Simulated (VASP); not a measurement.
# LiCl in VASP: a series of runs

Runs on LiCl. Level: r2SCAN. Tasks: single point.

Everything below comes from runs of VASP 6.6.1. Logs are shortened: lines on timing, memory, paths and dates and some standing lists are left out, and cuts for length are marked.

### Step 1. The cell of the first run

It takes space group I4/mmm (No. 139, tetragonal). The conventional cell has a = 3.615 Å, b = 3.615 Å, c = 5.214 Å, α = 90.00°, β = 90.00°, γ = 90.00°. Within 3.4 Å of Li (site symmetry 4/mmm) lie 6 Cl at 2.56 to 2.61 Å. Within 3.4 Å of Cl (site symmetry 4/mmm) lie 6 Li at 2.56 to 2.61 Å.

### Step 2. Single point, r2SCAN (uniaxial z strain +2.0%)

The input, POSCAR:

```
LiCl
1.0
    0.0000000000      2.5560369926      2.6071577324
    2.5560369926      0.0000000000      2.6071577324
    2.5560369926      2.5560369926      0.0000000000
Li Cl
1 1
Direct
    0.0000000000      0.0000000000      0.0000000000
    0.5000000000      0.5000000000      0.5000000000
```

The input, INCAR.step1:

```
PREC     = Accurate       # precision mode
ENCUT    = 520            # plane-wave cutoff, eV
ISMEAR   = 0              # smearing method
SIGMA    = 0.01           # smearing width, eV
LREAL    = False          # projectors in reciprocal space
LASPH    = True           # aspherical terms in the spheres
NELM     = 80             # most SCF steps
NBANDS   = 12             # bands
GGA      = PE             # functional
ALGO     = Normal         # electronic algorithm
EDIFF    = 1E-4           # SCF threshold, eV
LWAVE    = True           # write WAVECAR
LCHARG   = False          # write CHGCAR
```

The input, INCAR.step2:

```
PREC     = Accurate       # precision mode
ENCUT    = 520            # plane-wave cutoff, eV
EDIFF    = 1E-6           # SCF threshold, eV
ISMEAR   = 0              # smearing method
SIGMA    = 0.01           # smearing width, eV
LREAL    = False          # projectors in reciprocal space
LASPH    = True           # aspherical terms in the spheres
NELM     = 80             # most SCF steps
ALGO     = Normal         # electronic algorithm
ISIF     = 2              # what is computed and relaxed
LWAVE    = False          # write WAVECAR
LCHARG   = False          # write CHGCAR
METAGGA  = R2SCAN         # meta-GGA
LMIXTAU  = True         
NBANDS   = 12             # bands
ISTART   = 1
```

The input, KPOINTS:

```
Automatic mesh
0
Gamma
  8 8 8
```

Potentials or basis: VASP PAW PBE potentials, release 64 (Li_sv, Cl).

On the command line:

```
$ cat potpaw_PBE.64/Li_sv/POTCAR potpaw_PBE.64/Cl/POTCAR > POTCAR
$ cp INCAR.step1 INCAR
$ mpirun -np 1 vasp_std > vasp.out
$ cp INCAR.step2 INCAR
$ mpirun -np 1 vasp_std > vasp.out
```

OUTCAR:

```text
PREC = Accurate
   ENCUT = 520
   EDIFF = 1E-6
   ISMEAR = 0
   LREAL = False
   LASPH = True
   NELM = 80
   ISIF = 2
   METAGGA = R2SCAN
   ISTART = 1

 ion  position               nearest neighbor table
   1  0.000  0.000  0.000-   2 2.56   2 2.56   2 2.56   2 2.56   2 2.61   2 2.61
   2  0.500  0.500  0.500-   1 2.56   1 2.56   1 2.56   1 2.56   1 2.61   1 2.61

  LATTYP: Found a body centered tetragonal cell.
 ALAT       =     3.6147821809
 C/A-ratio  =     1.4424978336

  Lattice vectors:

 A1 = (  -2.5560369926,   0.0000000000,   2.6071577324)
 A2 = (   2.5560369926,   0.0000000000,   2.6071577324)
 A3 = (   0.0000000000,   2.5560369926,  -2.6071577324)

Analysis of symmetry for initial positions (statically):
=====================================================================
 Subroutine PRICEL returns:
 Original cell was already a primitive cell.

 Routine SETGRP: Setting up the symmetry group for a
 body centered tetragonal supercell.

 Subroutine GETGRP returns: Found 16 space group operations
 (whereof 16 operations were pure point group operations)
 out of a pool of 16 trial point group operations.

The static configuration has the point symmetry D_4h.

Analysis of symmetry for dynamics (positions and initial velocities):
=====================================================================
 Subroutine PRICEL returns:
 Original cell was already a primitive cell.

 Routine SETGRP: Setting up the symmetry group for a
 body centered tetragonal supercell.

 Subroutine GETGRP returns: Found 16 space group operations
 (whereof 16 operations were pure point group operations)
 out of a pool of 16 trial point group operations.

The dynamic configuration has the point symmetry D_4h.

 Subroutine INISYM returns: Found 16 space group operations
 (whereof 16 operations are pure point group operations),
 and found     1 'primitive' translations

----------------------------------------------------------------------------------------

                                     Primitive cell

  volume of cell :      34.0668

  direct lattice vectors                    reciprocal lattice vectors
     0.000000000  2.556036993  2.607157732    -0.195615322  0.195615322  0.191779728
     2.556036993  0.000000000  2.607157732     0.195615322 -0.195615322  0.191779728
     2.556036993  2.556036993  0.000000000     0.195615322  0.195615322 -0.191779728

  length of vectors
     3.651108948  3.651108948  3.614782181     0.336615764  0.336615764  0.336615764

  position of ions in fractional coordinates (direct lattice)
     0.000000000  0.000000000  0.000000000
     0.500000000  0.500000000  0.500000000

  ion indices of the primitive-cell ions
   primitive index   ion index
                 1           1
                 2           2

----------------------------------------------------------------------------------------

 KPOINTS: Automatic mesh

Automatic generation of k-mesh.
 Grid dimensions read from file:
 generate k-points for:    8    8    8

 Generating k-lattice:

  Cartesian coordinates                     Fractional coordinates (reciprocal lattice)
    -0.024451915  0.024451915  0.023972466     0.125000000 -0.000000000  0.000000000
     0.024451915 -0.024451915  0.023972466    -0.000000000  0.125000000  0.000000000
     0.024451915  0.024451915 -0.023972466     0.000000000  0.000000000  0.125000000

  Length of vectors
     0.042076970  0.042076970  0.042076970

  Shift w.r.t. Gamma in fractional coordinates (k-lattice)
     0.000000000  0.000000000  0.000000000

 Subroutine IBZKPT returns following result:
 ===========================================

 Found     59 irreducible k-points:

 Following reciprocal coordinates:
            Coordinates               Weight
  0.000000  0.000000  0.000000      1.000000
  0.125000  0.000000  0.000000      8.000000
  0.250000  0.000000  0.000000      8.000000
  0.375000 -0.000000  0.000000      8.000000
  0.500000  0.000000  0.000000      4.000000
  0.125000  0.125000  0.000000      2.000000
[... 16 lines left out ...]
  0.250000  0.000000  0.125000     16.000000
  0.375000  0.000000  0.125000     16.000000
 [... further k-points ...]
   k-points           NKPTS =     59   k-points in BZ     NKDIM =     59   number of bands    NBANDS=     12
   number of dos      NEDOS =    301   number of ions     NIONS =      2
   total plane-waves  NPLWV =  21952
   dimension x,y,z NGX =    28 NGY =   28 NGZ =   28
   dimension x,y,z NGXF=    56 NGYF=   56 NGZF=   56
   ions per type =               1   1
   NGX,Y,Z   is equivalent  to a cutoff of  12.75, 12.75, 12.88 a.u.
   NGXF,Y,Z  is equivalent  to a cutoff of  25.50, 25.50, 25.75 a.u.
 SYSTEM =  unknown system
   PREC   = accura    normal or accurate (medium, high low for compatibility)
   ISTART =      1    job   : 0-new  1-cont  2-samecut
   ICHARG =      0    charge: 1-file 2-atom 10-const
   ISPIN  =      1    spin polarized calculation?
   LNONCOLLINEAR =      F non collinear calculations
   LSORBIT =      F    spin-orbit coupling
   LASPH  =      T    aspherical Exc in radial PAW
   ENCUT  =  520.0 eV  38.22 Ry    6.18 a.u.   6.79  6.79  6.72*2*pi/ulx,y,z
   NELM   =     80;   NELMIN=  2; NELMDL=  0     # of ELM steps
   EDIFF  = 0.1E-05   stopping-criterion for ELM
   LREAL  =      F    real-space projection
   EDIFFG = 0.1E-04   stopping-criterion for IOM
   NSW    =      0    number of steps for IOM
   IBRION =     -1    ionic relax: 0-MD 1-quasi-New 2-CG
   NFREE  =      0    steps in history (QN), initial steepest desc. (CG)
   ISIF   =      2    stress and relaxation
   ISYM   =      2    0-nonsym 1-usesym 2-fastsym
   POTIM  = 0.5000    time-step for ionic-motion
   TEBEG  =    0.0;   TEEND  =   0.0 temperature during run
   PSTRESS=    0.0 pullay stress
   NELECT =      10.0000    total number of electrons
   NUPDOWN=      -1.0000    fix difference up-down
   EMIN   =  10.00;   EMAX   =-10.00  energy-range for DOS
   EFERMI =   0.00;   METHOD = LEGACY
   ISMEAR =     0;   SIGMA  =   0.01  broadening in eV -4-tet -1-fermi 0-gaus
   EFERMI_NEDOS =   21; number of points for ismear=-14 and -15
   IALGO  =     38    algorithm
   IMIX   =      4    mixing-type and parameters
     AMIX     =   0.40;   BMIX     =  1.00
     AMIX_MAG =   1.60;   BMIX_MAG =  1.00
  volume/ion in A,a.u.               =      17.03       114.95
  Fermi-wavevector in a.u.,A,eV,Ry     =   1.088005  2.056032 16.105969  1.183755
  Thomas-Fermi vector in A             =   2.224177
   LORBIT       =      0    0 simple, 1 ext, 2 COOP (PROOUT), +10 PAW based schemes
   METAGGA = R2SCAN    functional components
   LHFCALC =     F    Hartree Fock is set to
   AEXX    =    0.0000 exact exchange contribution
   IVDW    =     0    specifies the selected vdW correction
   LEPSILON=     F    determine dielectric tensor
   LRPA    =     F    only Hartree local field effects (RPA)
 non-spin polarized calculation
 Gauss-broadening in eV      SIGMA  =   0.01
  energy-cutoff  :      520.00
  volume of cell :       34.07
 maximum number of plane-waves:       934
   NGX = 13   NGY = 13   NGZ = 13

 number of electron      10.0000008 magnetization

 Free energy of the ion-electron system (eV)
  ---------------------------------------------------
  ext. energy  EPLUGINS =         0.00000000
  ---------------------------------------------------
  free energy    TOTEN  =       -12.58401168 eV

  energy without entropy =      -12.58401168  energy(sigma->0) =      -12.58401168

 E-fermi :   0.3216     XC(G=0):  -9.1187

 val. band max:        0.1489939265   @ k =   0.0000   0.0000   0.0000
 cond. band min:       7.3493708266   @ k =   0.0000   0.0000   0.0000
 fundamental gap:      7.2003769001
 Fermi energy:         0.3216351708

 k-point     1 :       0.0000    0.0000    0.0000
  band No.  band energies     occupation
      1     -44.7116      2.00000
      2     -13.8340      2.00000
      3       0.0985      2.00000
      4       0.0985      2.00000
      5       0.1490      2.00000
      6       7.3494      0.00000
      7      12.6600      0.00000
      8      12.8308      0.00000
      9      12.8308      0.00000
     10      15.3181      0.00000
     11      15.6246      0.00000
     12      15.6300      0.00000

 k-point     2 :       0.1250    0.0000    0.0000
  band No.  band energies     occupation
      1     -44.7113      2.00000
      2     -13.7581      2.00000
      3      -0.3984      2.00000
      4       0.0621      2.00000
      5       0.0840      2.00000
      6       7.7990      0.00000
      7      12.0272      0.00000
      8      12.6471      0.00000
      9      12.8337      0.00000
     10      14.0064      0.00000
     11      14.1411      0.00000
     12      16.3329      0.00000

 k-point     3 :       0.2500    0.0000    0.0000
  band No.  band energies     occupation
      1     -44.7105      2.00000
      2     -13.5651      2.00000
      3      -1.4445      2.00000
      4      -0.0303      2.00000
      5      -0.0206      2.00000
      6       8.1746      0.00000
      7      11.5366      0.00000
      8      11.7487      0.00000
      9      11.9563      0.00000
     10      14.8680      0.00000
     11      14.8693      0.00000
     12      16.8906      0.00000
[... 286 lines left out ...]
 k-point    23 :       0.2500    0.0000    0.1250
  band No.  band energies     occupation
      1     -44.7105      2.00000
      2     -13.5731      2.00000
      3      -1.1620      2.00000
      4      -0.2373      2.00000
      5      -0.1524      2.00000
      6       8.7221      0.00000
      7      11.1335      0.00000
      8      11.3561      0.00000
      9      12.5481      0.00000
     10      13.7040      0.00000
     11      15.8126      0.00000
     12      17.5310      0.00000

 k-point    24 :       0.3750    0.0000    0.1250
  band No.  band energies     occupation
      1     -44.7096      2.00000
      2     -13.3641      2.00000
      3      -2.0678      2.00000
      4      -0.3376      2.00000
      5      -0.3265      2.00000
      6       8.5810      0.00000
      7      10.5467      0.00000
      8      11.5769      0.00000
      9      12.0469      0.00000
     10      15.2618      0.00000
     11      17.3058      0.00000
     12      18.3071      0.00000

 [... further k-points ...]

------------------------ aborting loop because EDIFF is reached ----------------------------------------

  FORCE on cell =-STRESS in cart. coord.  units (eV):
  Direction    XX          YY          ZZ          XY          YZ          ZX
  --------------------------------------------------------------------------------------
  -------------------------------------------------------------------------------------
  Total       -0.1954838     -0.1954838     -0.3291282      0.0000000      0.0000000      0.0000000
  in kB       -9.1936871     -9.1936871    -15.4790436      0.0000000      0.0000000      0.0000000
  external PRESSURE =     -11.2888059 kB  Pullay stress =       0.0000000 kB

 VOLUME and BASIS-vectors are now :
 -----------------------------------------------------------------------------
  energy-cutoff  :      520.00
  volume of cell :       34.07
      direct lattice vectors                 reciprocal lattice vectors
     0.000000000  2.556036993  2.607157732    -0.195615322  0.195615322  0.191779728
     2.556036993  0.000000000  2.607157732     0.195615322 -0.195615322  0.191779728
     2.556036993  2.556036993  0.000000000     0.195615322  0.195615322 -0.191779728

 POSITION                                       TOTAL-FORCE (eV/Angst)
 -----------------------------------------------------------------------------------
      0.00000      0.00000      0.00000        -0.000000      0.000000      0.000000
      2.55604      2.55604      2.60716         0.000000     -0.000000      0.000000
 -----------------------------------------------------------------------------------
    total drift:                                0.000000      0.000000      0.000000

  FREE ENERGIE OF THE ION-ELECTRON SYSTEM (eV)
  ---------------------------------------------------
  free  energy   TOTEN  =       -12.5840116830 eV

  energy  without entropy=      -12.5840116830  energy(sigma->0) =      -12.58401168
```

It took 46 s on 1 thread of Intel Xeon 6975P-C (Granite Rapids), shared host; peak memory 0.16 GiB.

Results:

- Free energy: -12.5840 eV
- Band gap on the k mesh: 7.20 eV, direct

Caveat: the cell differs from its parent crystal (uniaxial z strain +2.0%); the cutoff is under 1.25 times the usual one of these potentials, so pressure, stress and relaxed cells hold a basis-set (Pulay) error; the PAW data sets were made with another functional, which shifts forces and pressure a little.

(Continued in part 2 of 2.)
